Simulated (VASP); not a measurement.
Runs of VASP 6.6.1 on Ti. The structure is that of space group P6_3/mmc (No. 194), or close to it. The cells are those of the table. 

```csv
cell,further INCAR settings,gap on the mesh (eV),pressure (GPa)
"a = 3.016, b = 3.016, c = 4.591 Å, angles 90.0, 90.0, 120.0°, 2 atoms",ALGO = Fast; EDIFF = 1e-06; NBANDS = 19,none,(b)
"a = 3.132, b = 3.132, c = 4.591 Å, angles 90.0, 90.0, 120.0°, 2 atoms",ALGO = Fast; EDIFF = 1e-06; NBANDS = 19,none,-13.7
"a = 3.016, b = 3.016, c = 4.958 Å, angles 90.0, 90.0, 120.0°, 2 atoms",ALGO = Fast; EDIFF = 1e-06; NBANDS = 19,none,-14.1
"a = 3.016, b = 3.016, c = 4.775 Å, angles 90.0, 90.0, 120.0°, 2 atoms",ALGO = Fast; EDIFF = 1e-07; NBANDS = 19,none,-11.5
"a = 3.132, b = 3.132, c = 4.407 Å, angles 90.0, 90.0, 120.0°, 2 atoms",ALGO = Fast; EDIFF = 1e-06; NBANDS = 19,none,(a)
```

Alike in all rows: task single point; level PBEsol; potentials or basis VASP PAW PBE potentials, release 64 (Ti_sv); no spin polarisation; k mesh 24 × 24 × 14; cutoff (eV) 520; smearing gaussian 0.15 eV.

Question: Fill in the values left out.

Answer: (a) -10.6; (b) -8.3.

Caveats: the PAW data sets were made with another functional, which shifts forces and pressure a little; the cell stands under tension (at least some runs); the stress differs along the axes, from -16 to -10 GPa (at least some runs); the stress differs along the axes, from -14 to -4 GPa (at least some runs).

A gap of «none» marks levels without a gap at the run's occupations.
